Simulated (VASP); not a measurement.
A run of VASP 6.6.1 is set up as follows.

The input INCAR:

```
PREC = Accurate ; ENCUT = 520
EDIFF = 1E-6 ; ISMEAR = 0
SIGMA = 0.15 ; LREAL = False
LASPH = True ; NELM = 100
ALGO = Normal ; ISIF = 2
LWAVE = False ; LCHARG = True
GGA = PE ; LELF = True
LVHAR = True ; NBANDS = 18
```

KPOINTS

```
regular mesh
0
Gamma
  12 12 12
```

The input POSCAR:

```
BiTe
1.0
    2.4227077728      1.3987509848      3.3172919545
   -2.4227077728      1.3987509848      3.3172919545
    0.0000000000     -2.7975019696      3.3172919545
Bi Te
1 1
Direct
    0.5000000000      0.5000000000      0.5000000000
    0.0000000000      0.0000000000      0.0000000000
```

Potentials or basis: VASP PAW PBE potentials, release 64 (Bi_d, Te).

Launch:

```console
$ cat potpaw_PBE.64/Bi_d/POTCAR potpaw_PBE.64/Te/POTCAR > POTCAR
$ mpirun -np 1 vasp_std > vasp.out
```

(1) What does it give for the pressure?

Results:

(1) -0.1 GPa.
